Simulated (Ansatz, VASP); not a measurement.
## AlN in VASP and in Ansatz

```
Al N
1.0
     0.00000    2.01887    2.01887
     2.01887    0.00000    2.01887
     2.01887    2.01887    0.00000
Al N
1 1
Direct
  0.00000 0.00000 0.00000
  0.50000 0.50000 0.50000
```

Alike in both runs: task single point; functional PBEsol; k mesh 8 × 8 × 8; occupations fermi-dirac, width 0.5 eV; no spin polarisation.

|  | VASP | Ansatz |
| --- | --- | --- |
| version | VASP 6.6.1 | Ansatz 0.2.0 |
| potentials or method | VASP PAW PBE potentials, release 64 (Al, N) | plane waves |
| plane-wave cutoff (eV) | 600 | 420 |
| valence electrons in the cell | 8 | 8 |

```tsv
	VASP	Ansatz	Ansatz less VASP
pressure (GPa)	1.3	1.6	+0.24
```

VASP's potentials were made for PBE, not for PBEsol. The functional is the same, so the differences come from potentials, cutoffs and numerics.
